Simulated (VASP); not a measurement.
# Ge (P6_3/mmc) in VASP: a series of runs

The runs below take Ge through relaxation of cell and atoms, single point, with PBEsol, PBE, HF.

All numbers are computed with VASP 6.6.1; they aren't measurements. Logs are shortened: lines on timing, memory, paths and dates and some standing lists are left out, and cuts for length are marked.

### 1 The cell of the first run

The structure is hexagonal, space group P6_3/mmc (No. 194). The conventional cell has a = 3.998 Å, b = 3.998 Å, c = 6.599 Å, α = 90.00°, β = 90.00°, γ = 120.00°. Within 3.2 Å of Ge (site symmetry 3m) lie 4 Ge at 2.45 to 2.47 Å.

This isn't the form of Ge at room conditions, which is diamond.

### 2 Relaxation of cell and atoms, PBEsol

The input, INCAR:

```
ALGO     = Normal         # electronic algorithm
EDIFF    = 1E-7           # SCF threshold, eV
EDIFFG   = -0.01          # ionic threshold
ENCUT    = 600            # plane-wave cutoff, eV
GGA      = PS             # functional
IBRION   = 2              # ionic algorithm
ISIF     = 3              # what is computed and relaxed
ISMEAR   = -1             # smearing method
LASPH    = T              # aspherical terms in the spheres
LCHARG   = F              # write CHGCAR
LREAL    = F              # projectors in reciprocal space
LWAVE    = F              # write WAVECAR
NELM     = 60             # most SCF steps
NSW      = 60             # ionic steps
PREC     = Accurate       # precision mode
SIGMA    = 0.05           # smearing width, eV
```

The input, KPOINTS:

```
k-points
0
Gamma
  8 8 4
```

The input, POSCAR:

```
Ge
1.0
    3.9975858431      0.0000000000      0.0000000000
   -1.9987929216      3.4620108940      0.0000000000
    0.0000000000      0.0000000000      6.5993779500
Ge
4
Direct
    0.3333333333      0.6666666667      0.9370987500
    0.6666666667      0.3333333333      0.4370987500
    0.3333333333      0.6666666667      0.5629012500
    0.6666666667      0.3333333333      0.0629012500
```

Potentials or basis: VASP PAW PBE potentials, release 64 (Ge_d).

Launch:

```
> cat potpaw_PBE.64/Ge_d/POTCAR > POTCAR
> mpirun -np 1 vasp_std > vasp.out
```

OUTCAR:

```text
EDIFF = 1E-7
   EDIFFG = -0.01
   ENCUT = 600
   GGA = PS
   IBRION = 2
   ISIF = 3
   ISMEAR = -1
   LASPH = T
   LREAL = F
   NELM = 60
   NSW = 60
   PREC = Accurate

 ion  position               nearest neighbor table
   1  0.333  0.667  0.937-   4 2.45   4 2.45   4 2.45   3 2.47
   2  0.667  0.333  0.437-   3 2.45   3 2.45   3 2.45   4 2.47
   3  0.333  0.667  0.563-   2 2.45   2 2.45   2 2.45   1 2.47
   4  0.667  0.333  0.063-   1 2.45   1 2.45   1 2.45   2 2.47

  LATTYP: Found a hexagonal cell.
 ALAT       =     3.9975858431
 C/A-ratio  =     1.6508408347

  Lattice vectors:

 A1 = (   3.9975858431,   0.0000000000,   0.0000000000)
 A2 = (  -1.9987929216,   3.4620108940,   0.0000000000)
 A3 = (   0.0000000000,   0.0000000000,   6.5993779500)

Analysis of symmetry for initial positions (statically):
=====================================================================
 Subroutine PRICEL returns:
 Original cell was already a primitive cell.

 Routine SETGRP: Setting up the symmetry group for a
 hexagonal supercell.

 Subroutine GETGRP returns: Found 24 space group operations
 (whereof 12 operations were pure point group operations)
 out of a pool of 24 trial point group operations.

The static configuration has the point symmetry D_3d.
 The point group associated with its full space group is D_6h.

Analysis of symmetry for dynamics (positions and initial velocities):
=====================================================================
 Subroutine PRICEL returns:
 Original cell was already a primitive cell.

 Routine SETGRP: Setting up the symmetry group for a
 hexagonal supercell.

 Subroutine GETGRP returns: Found 24 space group operations
 (whereof 12 operations were pure point group operations)
 out of a pool of 24 trial point group operations.

The dynamic configuration has the point symmetry D_3d.
 The point group associated with its full space group is D_6h.

 Subroutine INISYM returns: Found 24 space group operations
 (whereof 12 operations are pure point group operations),
 and found     1 'primitive' translations

----------------------------------------------------------------------------------------

                                     Primitive cell

  volume of cell :      91.3333

  direct lattice vectors                    reciprocal lattice vectors
     3.997585843  0.000000000  0.000000000     0.250150976  0.144424733  0.000000000
    -1.998792922  3.462010894  0.000000000     0.000000000  0.288849467  0.000000000
     0.000000000  0.000000000  6.599377950     0.000000000  0.000000000  0.151529433

  length of vectors
     3.997585843  3.997585843  6.599377950     0.288849467  0.288849467  0.151529433

  position of ions in fractional coordinates (direct lattice)
     0.333333333  0.666666667  0.937098750
     0.666666667  0.333333333  0.437098750
     0.333333333  0.666666667  0.562901250
     0.666666667  0.333333333  0.062901250

  ion indices of the primitive-cell ions
   primitive index   ion index
                 1           1
                 2           2
                 3           3
                 4           4

----------------------------------------------------------------------------------------

 KPOINTS: k-points

Automatic generation of k-mesh.
 Grid dimensions read from file:
 generate k-points for:    8    8    4

 Generating k-lattice:

  Cartesian coordinates                     Fractional coordinates (reciprocal lattice)
     0.031268872  0.018053092  0.000000000     0.125000000 -0.000000000  0.000000000
     0.000000000  0.036106183  0.000000000     0.000000000  0.125000000  0.000000000
     0.000000000  0.000000000  0.037882358     0.000000000  0.000000000  0.250000000

  Length of vectors
     0.036106183  0.036106183  0.037882358

  Shift w.r.t. Gamma in fractional coordinates (k-lattice)
     0.000000000  0.000000000  0.000000000

 Subroutine IBZKPT returns following result:
 ===========================================

 Found     30 irreducible k-points:

 Following reciprocal coordinates:
            Coordinates               Weight
  0.000000  0.000000  0.000000      1.000000
  0.125000  0.000000  0.000000      6.000000
  0.250000  0.000000  0.000000      6.000000
  0.375000  0.000000  0.000000      6.000000
  0.500000  0.000000  0.000000      3.000000
  0.125000  0.125000  0.000000      6.000000
[... 16 lines left out ...]
  0.250000  0.000000  0.500000      6.000000
  0.375000  0.000000  0.500000      6.000000
 [... further k-points ...]
   k-points           NKPTS =     30   k-points in BZ     NKDIM =     30   number of bands    NBANDS=     33
   number of dos      NEDOS =    301   number of ions     NIONS =      4
   total plane-waves  NPLWV =  55296
   dimension x,y,z NGX =    32 NGY =   32 NGZ =   54
   dimension x,y,z NGXF=    64 NGYF=   64 NGZF=  108
   ions per type =               4
   NGX,Y,Z   is equivalent  to a cutoff of  13.31, 13.31, 13.60 a.u.
   NGXF,Y,Z  is equivalent  to a cutoff of  26.62, 26.62, 27.21 a.u.
 SYSTEM =  unknown system
   PREC   = accura    normal or accurate (medium, high low for compatibility)
   ISTART =      0    job   : 0-new  1-cont  2-samecut
   ICHARG =      2    charge: 1-file 2-atom 10-const
   ISPIN  =      1    spin polarized calculation?
   LNONCOLLINEAR =      F non collinear calculations
   LSORBIT =      F    spin-orbit coupling
   LASPH  =      T    aspherical Exc in radial PAW
   ENCUT  =  600.0 eV  44.10 Ry    6.64 a.u.   7.98  7.98 13.18*2*pi/ulx,y,z
   NELM   =     60;   NELMIN=  2; NELMDL= -5     # of ELM steps
   EDIFF  = 0.1E-06   stopping-criterion for ELM
   LREAL  =      F    real-space projection
   EDIFFG = -.1E-01   stopping-criterion for IOM
   NSW    =     60    number of steps for IOM
   IBRION =      2    ionic relax: 0-MD 1-quasi-New 2-CG
   NFREE  =      1    steps in history (QN), initial steepest desc. (CG)
   ISIF   =      3    stress and relaxation
   ISYM   =      2    0-nonsym 1-usesym 2-fastsym
   POTIM  = 0.5000    time-step for ionic-motion
   TEBEG  =    0.0;   TEEND  =   0.0 temperature during run
   PSTRESS=    0.0 pullay stress
   NELECT =      56.0000    total number of electrons
   NUPDOWN=      -1.0000    fix difference up-down
   EMIN   =  10.00;   EMAX   =-10.00  energy-range for DOS
   EFERMI =   0.00;   METHOD = LEGACY
   ISMEAR =    -1;   SIGMA  =   0.05  broadening in eV -4-tet -1-fermi 0-gaus
   EFERMI_NEDOS =   21; number of points for ismear=-14 and -15
   IALGO  =     38    algorithm
   IMIX   =      4    mixing-type and parameters
     AMIX     =   0.40;   BMIX     =  1.00
     AMIX_MAG =   1.60;   BMIX_MAG =  1.00
  volume/ion in A,a.u.               =      22.83       154.09
  Fermi-wavevector in a.u.,A,eV,Ry     =   1.390789  2.628209 26.317650  1.934293
  Thomas-Fermi vector in A             =   2.514690
   LORBIT       =      0    0 simple, 1 ext, 2 COOP (PROOUT), +10 PAW based schemes
   GGA     = PS    functional components
   LHFCALC =     F    Hartree Fock is set to
   AEXX    =    0.0000 exact exchange contribution
   IVDW    =     0    specifies the selected vdW correction
   LEPSILON=     F    determine dielectric tensor
   LRPA    =     F    only Hartree local field effects (RPA)
 conjugate gradient relaxation of ions
 non-spin polarized calculation
  energy-cutoff  :      600.00
  volume of cell :       91.33
 maximum number of plane-waves:      3070
 NGX is ok and might be reduce to    32
   NGX = 15   NGY = 15   NGZ = 27

--------------------------------------- Ionic step        1  -------------------------------------------

 number of electron      55.9999987 magnetization

 Free energy of the ion-electron system (eV)
  ---------------------------------------------------
  ext. energy  EPLUGINS =         0.00000000
  ---------------------------------------------------
  free energy    TOTEN  =       -19.67775368 eV

  energy without entropy =      -19.67644757  energy(sigma->0) =      -19.67710063

------------------------ aborting loop because EDIFF is reached ----------------------------------------

  FORCE on cell =-STRESS in cart. coord.  units (eV):
  Direction    XX          YY          ZZ          XY          YZ          ZX
  --------------------------------------------------------------------------------------
  -------------------------------------------------------------------------------------
  Total        0.0184190      0.0184190     -0.1614056     -0.0000000      0.0000000     -0.0000000
  in kB        0.3231070      0.3231070     -2.8313923     -0.0000000      0.0000000     -0.0000000
  external PRESSURE =      -0.7283928 kB  Pullay stress =       0.0000000 kB
[... 175 lines left out ...]
  energy  without entropy=      -19.6764951049  energy(sigma->0) =      -19.67716393

--------------------------------------- Ionic step        6  -------------------------------------------

 number of electron      55.9999987 magnetization

 Free energy of the ion-electron system (eV)
  ---------------------------------------------------
  ext. energy  EPLUGINS =         0.00000000
  ---------------------------------------------------
  free energy    TOTEN  =       -19.67786095 eV

  energy without entropy =      -19.67650348  energy(sigma->0) =      -19.67718221

 E-fermi :   4.8356     XC(G=0): -10.0885

 val. band max:        4.8205928740   @ k =   0.0000   0.0000   0.0000
 cond. band min:       4.8913049798   @ k =   0.0000   0.0000   0.2500
 fundamental gap:      0.0707121058
 Fermi energy:         4.8356452069

 k-point     1 :       0.0000    0.0000    0.0000
  band No.  band energies     occupation
      1     -19.9998      2.00000
      2     -19.9998      2.00000
      3     -19.9630      2.00000
      4     -19.9611      2.00000
      5     -19.9611      2.00000
      6     -19.9491      2.00000
[... 853 lines left out ...]
     32       7.3514      0.00000
     33      10.7806      0.00000

 [... further k-points ...]

------------------------ aborting loop because EDIFF is reached ----------------------------------------

  FORCE on cell =-STRESS in cart. coord.  units (eV):
  Direction    XX          YY          ZZ          XY          YZ          ZX
  --------------------------------------------------------------------------------------
  -------------------------------------------------------------------------------------
  Total        0.0251884      0.0251884      0.0123626     -0.0000000      0.0000000      0.0000000
  in kB        0.4424318      0.4424318      0.2171479     -0.0000000      0.0000000      0.0000000
  external PRESSURE =       0.3673372 kB  Pullay stress =       0.0000000 kB
[... 19 lines left out ...]
  FREE ENERGIE OF THE ION-ELECTRON SYSTEM (eV)
  ---------------------------------------------------
  free  energy   TOTEN  =       -19.6778609462 eV

  energy  without entropy=      -19.6765034768  energy(sigma->0) =      -19.67718221

 reached required accuracy - stopping structural energy minimisation
```

Wall time 11 min (1 thread of Intel Xeon 8259CL, shared host); peak memory 0.24 GiB.

What came out:

```yaml
Free_energy: -19.6779 eV
Relaxed_volume: 22.80 Å³/atom
Relaxed_cell: a = 3.999 Å, b = 3.999 Å, c = 6.588 Å, α = 90.00°, β = 90.00°, γ = 120.00°
Space_group_after_relaxing_to_0.1_Å: P6_3/mmc (No. 194)
Energy_gained_by_relaxing: 0.0 meV/atom
Ionic_steps: 6
Pressure_after_relaxing: 0.0 GPa
Largest_force_after_relaxing: 0.004 eV/Å
Band_gap_on_the_k_mesh: 0.07 eV (least direct gap 0.14 eV)
```

Forces on the atoms (eV/Å):
```
Ge   0.000  0.000  0.004
Ge   0.000  0.000  0.004
Ge   0.000  0.000 -0.004
Ge   0.000  0.000 -0.004
```

The path:
```csv
step,energy change (eV),largest force (eV/Å),pressure (GPa),volume (Å³)
1,0.0000,0.0049,-0.07,91.33
2,-0.0001,0.0215,-0.07,91.20
3,-0.0001,0.0103,0.01,91.25
4,-0.0001,0.0188,-0.02,91.21
5,-0.0001,0.0145,0.00,91.23
6,-0.0001,0.0039,0.04,91.21
```

Final structure:
```cif
data_structure
_symmetry_space_group_name_H-M 'P 1'
_symmetry_Int_Tables_number 1
_cell_length_a 3.9985
_cell_length_b 3.9985
_cell_length_c 6.5878
_cell_angle_alpha 90.000
_cell_angle_beta 90.000
_cell_angle_gamma 120.000
_cell_volume 91.21
loop_
_atom_site_label
_atom_site_type_symbol
_atom_site_fract_x
_atom_site_fract_y
_atom_site_fract_z
_atom_site_occupancy
Ge1 Ge 0.33333 0.66667 0.93717 1
Ge2 Ge 0.66667 0.33333 0.43717 1
Ge3 Ge 0.33333 0.66667 0.56283 1
Ge4 Ge 0.66667 0.33333 0.06283 1
```

Caveat: the PAW data sets were made with another functional, which shifts forces and pressure a little. A k mesh can miss the band edges.

### 3 Relaxation of cell and atoms, PBE

The input, INCAR:

```
SYSTEM = Ge
PREC = Accurate
ENCUT = 600
EDIFF = 1E-6
ISMEAR = -1
SIGMA = 0.05
LREAL = .False.
LASPH = .True.
NELM = 60
ALGO = Normal
ISIF = 3
LWAVE = .False.
LCHARG = .False.
GGA = PE
IBRION = 2
NSW = 60
EDIFFG = -0.01
```

The input, KPOINTS:

```
Automatic mesh
0
Gamma
  8 8 4
  0 0 0
```

POSCAR is that of step 2.

Potentials or basis: VASP PAW PBE potentials, release 64 (Ge_d).

Launch:

```
> cat potpaw_PBE.64/Ge_d/POTCAR > POTCAR
> mpirun -np 1 vasp_std > vasp.out
```

It took 15 min on 1 thread of Intel Xeon 8259CL, shared host; peak memory 0.24 GiB.

Results (log left out):

```yaml
Free_energy: -17.9969 eV
Relaxed_volume: 23.89 Å³/atom
Relaxed_cell: a = 4.062 Å, b = 4.062 Å, c = 6.686 Å, α = 90.00°, β = 90.00°, γ = 120.00°
Space_group_after_relaxing_to_0.1_Å: P6_3/mmc (No. 194)
Energy_gained_by_relaxing: 9.2 meV/atom
Ionic_steps: 12
Pressure_after_relaxing: 0.0 GPa
Largest_force_after_relaxing: 0.005 eV/Å
Band_gap_on_the_k_mesh: 0.11 eV (least direct gap 0.21 eV)
```

Forces in eV/Å, atoms in the order of the input:
```
Ge   0.000  0.000  0.005
Ge   0.000  0.000  0.005
Ge   0.000  0.000 -0.005
Ge   0.000  0.000 -0.005
```

Stress tensor (GPa, compression positive):
```
-0.06  0.00  0.00
 0.00 -0.06  0.00
 0.00  0.00  0.02
```

The path:
```csv
step,energy change (eV),largest force (eV/Å),pressure (GPa),volume (Å³)
1,0.0000,0.0141,2.87,91.33
2,-0.0332,0.0374,-0.84,96.85
3,-0.0366,0.0238,-0.10,95.51
4,-0.0365,0.0226,0.18,95.36
5,-0.0366,0.0028,0.09,95.40
6,-0.0366,0.0042,0.03,95.41
7,-0.0367,0.0090,0.08,95.46
8,-0.0367,0.0107,-0.03,95.47
9,-0.0367,0.0083,0.09,95.46
10,-0.0367,0.0100,0.06,95.46
11,-0.0367,0.0102,0.03,95.47
12,-0.0367,0.0055,-0.03,95.56
```

Final structure:
```xyz
4
Lattice="4.0624 0.0000 0.0000 -2.0312 3.5182 0.0000 0.0000 0.0000 6.6863" Properties=species:S:1:pos:R:3 pbc="T T T"
Ge    0.0000    2.3454    6.2668
Ge    2.0312    1.1727    2.9237
Ge    0.0000    2.3454    3.7626
Ge    2.0312    1.1727    0.4195
```

Levels at points of the mesh, in eV from the valence-band top:
| k point | band 25 | band 26 | band 27 | band 28 | band 29 | band 30 | band 31 | band 32 |
| --- | --- | --- | --- | --- | --- | --- | --- | --- |
| (0.00, 0.00, 0.00) | -1.28 | -0.27 | -0.08 | 0.00 | 0.24 | 0.24 | 2.39 | 2.39 |
| (0.50, 0.00, 0.00) | -4.21 | -2.78 | -2.50 | -1.24 | 0.71 | 1.66 | 3.72 | 3.82 |
| (0.00, 0.00, 0.50) | -0.69 | -0.69 | -0.69 | -0.69 | 0.66 | 0.66 | 3.46 | 3.46 |
| (0.50, 0.00, 0.50) | -2.28 | -2.28 | -2.16 | -2.16 | 0.65 | 0.65 | 2.30 | 2.30 |

(Continued in part 2 of 2.)
